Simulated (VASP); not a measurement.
# Ga (P6_3/mmc) in VASP: single point with PBE

Aim: the single point of Ga with PBE.

Program: VASP 6.6.1. These are calculated values, not measurements. Logs are shortened: lines on timing, memory, paths and dates and some standing lists are left out, and cuts for length are marked.

### 1 The cell of the first run

It takes space group P6_3/mmc (No. 194, hexagonal). Conventional cell: a = 3.180 Å, b = 3.180 Å, c = 5.166 Å, α = 90.00°, β = 90.00°, γ = 120.00°. Ga (site symmetry -6m2) has 12 Ga at 3.17 to 3.18 Å within 4.2 Å.

### 2 Single point, PBE

The input, INCAR:

```
PREC = Accurate
ENCUT = 500
EDIFF = 1E-6
ISMEAR = 1
SIGMA = 0.02
LREAL = False
LASPH = True
NELM = 120
ALGO = Normal
ISIF = 2
LWAVE = False
LCHARG = False
GGA = PE
NBANDS = 20
GGA_COMPAT = False
```

The input, KPOINTS:

```
Automatic mesh
0
Gamma
  7 7 4
```

The input, POSCAR:

```
Ga
1.0
    3.1800000000      0.0000000000      0.0000000000
   -1.5900000000      2.7539607800      0.0000000000
    0.0000000000      0.0000000000      5.1660000000
Ga
2
Direct
    0.3333333333      0.6666666667      0.0000000000
    0.6666666667      0.3333333333      0.5000000000
```

Potentials or basis: VASP PAW PBE potentials, release 64 (Ga_d).

The run is started by

```sh
$ cat potpaw_PBE.64/Ga_d/POTCAR > POTCAR
$ mpirun -np 1 vasp_std > vasp.out
```

OUTCAR:

```text
PREC = Accurate
   ENCUT = 500
   EDIFF = 1E-6
   ISMEAR = 1
   LREAL = False
   LASPH = True
   NELM = 120
   ISIF = 2
   GGA = PE

 ion  position               nearest neighbor table
   1  0.333  0.667  0.000-
   2  0.667  0.333  0.500-

  LATTYP: Found a hexagonal cell.
 ALAT       =     3.1800000000
 C/A-ratio  =     1.6245283019

  Lattice vectors:

 A1 = (   3.1800000000,   0.0000000000,   0.0000000000)
 A2 = (  -1.5900000000,   2.7539607800,   0.0000000000)
 A3 = (   0.0000000000,   0.0000000000,   5.1660000000)

Analysis of symmetry for initial positions (statically):
=====================================================================
 Subroutine PRICEL returns:
 Original cell was already a primitive cell.

 Routine SETGRP: Setting up the symmetry group for a
 hexagonal supercell.

 Subroutine GETGRP returns: Found 24 space group operations
 (whereof 12 operations were pure point group operations)
 out of a pool of 24 trial point group operations.

The static configuration has the point symmetry D_3h.
 The point group associated with its full space group is D_6h.

Analysis of symmetry for dynamics (positions and initial velocities):
=====================================================================
 Subroutine PRICEL returns:
 Original cell was already a primitive cell.

 Routine SETGRP: Setting up the symmetry group for a
 hexagonal supercell.

 Subroutine GETGRP returns: Found 24 space group operations
 (whereof 12 operations were pure point group operations)
 out of a pool of 24 trial point group operations.

The dynamic configuration has the point symmetry D_3h.
 The point group associated with its full space group is D_6h.

 Subroutine INISYM returns: Found 24 space group operations
 (whereof 12 operations are pure point group operations),
 and found     1 'primitive' translations

----------------------------------------------------------------------------------------

                                     Primitive cell

  volume of cell :      45.2417

  direct lattice vectors                    reciprocal lattice vectors
     3.180000000  0.000000000  0.000000000     0.314465409  0.181556689  0.000000000
    -1.590000000  2.753960780  0.000000000     0.000000000  0.363113377  0.000000000
[... 78 lines left out ...]
   ISPIN  =      1    spin polarized calculation?
   LNONCOLLINEAR =      F non collinear calculations
   LSORBIT =      F    spin-orbit coupling
   LASPH  =      T    aspherical Exc in radial PAW
   ENCUT  =  500.0 eV  36.75 Ry    6.06 a.u.   5.80  5.80  9.42*2*pi/ulx,y,z
   NELM   =    120;   NELMIN=  2; NELMDL= -5     # of ELM steps
   EDIFF  = 0.1E-05   stopping-criterion for ELM
   LREAL  =      F    real-space projection
   EDIFFG = 0.1E-04   stopping-criterion for IOM
   NSW    =      0    number of steps for IOM
   IBRION =     -1    ionic relax: 0-MD 1-quasi-New 2-CG
   NFREE  =      0    steps in history (QN), initial steepest desc. (CG)
   ISIF   =      2    stress and relaxation
   ISYM   =      2    0-nonsym 1-usesym 2-fastsym
   POTIM  = 0.5000    time-step for ionic-motion
   TEBEG  =    0.0;   TEEND  =   0.0 temperature during run
   PSTRESS=    0.0 pullay stress
   NELECT =      26.0000    total number of electrons
   NUPDOWN=      -1.0000    fix difference up-down
   EMIN   =  10.00;   EMAX   =-10.00  energy-range for DOS
   EFERMI =   0.00;   METHOD = LEGACY
   ISMEAR =     1;   SIGMA  =   0.02  broadening in eV -4-tet -1-fermi 0-gaus
   EFERMI_NEDOS =   21; number of points for ismear=-14 and -15
   IALGO  =     38    algorithm
   IMIX   =      4    mixing-type and parameters
     AMIX     =   0.40;   BMIX     =  1.00
     AMIX_MAG =   1.60;   BMIX_MAG =  1.00
  volume/ion in A,a.u.               =      22.62       152.65
  Fermi-wavevector in a.u.,A,eV,Ry     =   1.361088  2.572083 25.205615  1.852560
  Thomas-Fermi vector in A             =   2.487694
   LORBIT       =      0    0 simple, 1 ext, 2 COOP (PROOUT), +10 PAW based schemes
   GGA     = PE    functional components
   LHFCALC =     F    Hartree Fock is set to
   AEXX    =    0.0000 exact exchange contribution
   IVDW    =     0    specifies the selected vdW correction
   LEPSILON=     F    determine dielectric tensor
   LRPA    =     F    only Hartree local field effects (RPA)
 non-spin polarized calculation
 Methfessel and Paxton  Order N= 1 SIGMA  =   0.02
  energy-cutoff  :      500.00
  volume of cell :       45.24
 maximum number of plane-waves:      1182
 NGX is ok and might be reduce to    24
   NGX = 11   NGY = 11   NGZ = 19

 number of electron      26.0000000 magnetization

 Free energy of the ion-electron system (eV)
  ---------------------------------------------------
  ext. energy  EPLUGINS =         0.00000000
  ---------------------------------------------------
  free energy    TOTEN  =        -5.60202181 eV

  energy without entropy =       -5.60194944  energy(sigma->0) =       -5.60199769

 E-fermi :   4.0995     XC(G=0): -10.1492

 val. band max:        3.9132921363   @ k =   0.4286   0.1429   0.0000
 cond. band min:       4.1113597561   @ k =   0.4286  -0.0000   0.2500
 fundamental gap:      0.1980676198
 Fermi energy:         4.0995077394

 k-point     1 :       0.0000    0.0000    0.0000
  band No.  band energies     occupation
      1     -10.8157      2.00000
      2     -10.7827      2.00000
      3     -10.7751      2.00000
      4     -10.7751      2.00000
      5     -10.7621      2.00000
      6     -10.7621      2.00000
[... 541 lines left out ...]
     19      15.4694      0.00000
     20      15.4694      0.00000

------------------------ aborting loop because EDIFF is reached ----------------------------------------

  FORCE on cell =-STRESS in cart. coord.  units (eV):
  Direction    XX          YY          ZZ          XY          YZ          ZX
  --------------------------------------------------------------------------------------
  -------------------------------------------------------------------------------------
  Total       -1.7551531     -1.7551531     -1.2625767      0.0000000     -0.0000000      0.0000000
  in kB      -62.1564670    -62.1564668    -44.7125136      0.0000000     -0.0000000      0.0000000
  external PRESSURE =     -56.3418158 kB  Pullay stress =       0.0000000 kB

 VOLUME and BASIS-vectors are now :
 -----------------------------------------------------------------------------
  energy-cutoff  :      500.00
  volume of cell :       45.24
      direct lattice vectors                 reciprocal lattice vectors
     3.180000000  0.000000000  0.000000000     0.314465409  0.181556689  0.000000000
    -1.590000000  2.753960780  0.000000000     0.000000000  0.363113377  0.000000000
     0.000000000  0.000000000  5.166000000     0.000000000  0.000000000  0.193573364

 POSITION                                       TOTAL-FORCE (eV/Angst)
 -----------------------------------------------------------------------------------
     -0.00000      1.83597      0.00000         0.000000      0.000000      0.000000
      1.59000      0.91799      2.58300        -0.000000     -0.000000      0.000000
 -----------------------------------------------------------------------------------
    total drift:                               -0.000000      0.000000      0.000000

  FREE ENERGIE OF THE ION-ELECTRON SYSTEM (eV)
  ---------------------------------------------------
  free  energy   TOTEN  =        -5.6020218074 eV

  energy  without entropy=       -5.6019494404  energy(sigma->0) =       -5.60199769
```

Wall time 8.6 s (1 thread of Intel Xeon Platinum 8375C at 2.90GHz (Ice Lake), shared host); peak memory 0.16 GiB.

What came out:

```
Free energy            : -5.6020 eV
Pressure               : -5.6 GPa
Band gap on the k mesh : zero (band 13 reaches 7.50 eV, above the bottom of band 14 at 1.82 eV)
```

Levels at points of the mesh, in eV from the Fermi level:
| k point | band 10 | band 11 | band 12 | band 13 | band 14 | band 15 | band 16 | band 17 |
| --- | --- | --- | --- | --- | --- | --- | --- | --- |
| (0.00, 0.00, 0.00) | -14.75 | -9.86 | -4.86 | -3.22 | 8.13 | 8.13 | 9.86 | 9.86 |
| (0.00, 0.00, 0.50) | -14.78 | -8.44 | -8.44 | 3.10 | 3.10 | 9.09 | 9.09 | 9.09 |
